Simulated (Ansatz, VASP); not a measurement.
# One calculation of Ta2F, two programs

```xyz
6
Lattice="2.8897 0.0080 -0.0243 1.1386 2.6542 0.0965 0.2200 1.4166 13.1817" Properties=species:S:1:pos:R:3 pbc="T T T"
Ta    1.0540    0.5357    3.5439
Ta    3.1943    3.5431    9.7101
Ta    3.0279    1.9473    1.2336
Ta    1.2204    2.1316   12.0204
F     2.4531    1.3950    5.0017
F     1.7952    2.6838    8.2523
```

Alike in both runs: functional PBE; k mesh 12 × 12 × 4; occupations gaussian, width 0.1 eV; no spin polarisation.

Ansatz relaxed the structure, and its values are those at the end. VASP's run is a single point on that final structure, the one shown.

|  | VASP | Ansatz |
| --- | --- | --- |
| version | VASP 6.6.1 | Ansatz 0.2.0 |
| potentials or method | VASP PAW PBE potentials, release 64 (Ta_pv, F), cutoff 600 eV | scalar-relativistic, plane waves, PAW |
| valence electrons in the cell | 58 | 66 |

VASP gave:

| Property | Result |
| --- | --- |
| gap on the k mesh at the Fermi level (eV) | none |
| pressure (GPa) | 0.1 |
| rms of the force components (eV/Å) | 0.017 |

Q: Estimate Ansatz's values.

A: gap on the k mesh at the Fermi level (eV): none; pressure (GPa): 0.0; rms of the force components (eV/Å): 0.000.

A gap of «none» marks a metal or a gap that the smearing closes. VASP's potentials hold 58 valence electrons a cell and Ansatz's 66, so a difference there can come from the potentials and not from the codes.

Neither program's run includes spin-orbit coupling.
